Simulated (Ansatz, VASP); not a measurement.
## One calculation of SnO, two programs

File INCAR:

```
  PREC = Accurate
  ENCUT = 520
  EDIFF = 1E-6
  ISMEAR = 0
  SIGMA = 0.01
  LREAL = F
  LASPH = T
  NELM = 60
  ALGO = Normal
  ISIF = 2
  LWAVE = F
  LCHARG = T
  GGA = PS
  LELF = T
  LVHAR = T
  NBANDS = 28
```

Contents of KPOINTS:

```
Automatic mesh
0
Gamma
  8 4 6
```

Contents of POSCAR:

```
SnO
1.0
    3.3550000000      0.0000000000      0.0000000000
    0.0000000000      5.6741000000      0.0000000000
    0.0000000000      0.0000000000      4.2219700000
Sn O
2 2
Direct
    0.0000000000      0.2319100000      0.5131400000
    0.5000000000      0.7680900000      0.0131400000
    0.0000000000      0.8912500000      0.7368600000
    0.5000000000      0.1087500000      0.2368600000
```

Input for Ansatz:

```yaml
crystal:
  lattice:
    bravais: orthorhombic
    a: 3.355
    b: 5.6741
    c: 4.22197
  space_group: 31
  setting:
    hermann_mauguin: Pmn21
  atoms:
    - { symbol: Sn, position: [0.0, 0.23191, 0.51314] }
    - { symbol: O, position: [0.0, 0.89125, 0.73686] }
kpoints:
  mp_grid:
    grid: [8, 4, 6]
hamiltonian:
  xc: pbesol
scf:
  convergence:
    dr2_threshold: 1.0e-10
  occupations:
    method: fixed
output:
  forces: true
  stress: true
```

Alike in both runs: task single point; functional PBEsol; k mesh 8 × 4 × 6; no spin polarisation.

|  | VASP | Ansatz |
| --- | --- | --- |
| version | VASP 6.6.1 | Ansatz 0.2.0 |
| potentials or method | VASP PAW PBE potentials, release 64 (Sn_d, O) | plane waves, PAW |
| plane-wave cutoff (eV) | 520 | 420 |
| occupations | gaussian, width 0.01 eV | fixed |
| valence electrons in the cell | 40 | 40 |

|  | VASP | Ansatz | Ansatz less VASP |
| --- | --- | --- | --- |
| pressure (GPa) | -2.9 | -3.1 | -0.20 |
| traceless stress, the component that is largest in VASP (GPa) | -0.62 | -0.65 | -0.032 |
| rms of the force components (eV/Å) | 0.156 | 0.188 | +0.0314 |

VASP's potentials were made for PBE, not for PBEsol. Atom by atom the forces differ by 0.033 eV/Å (rms over components).
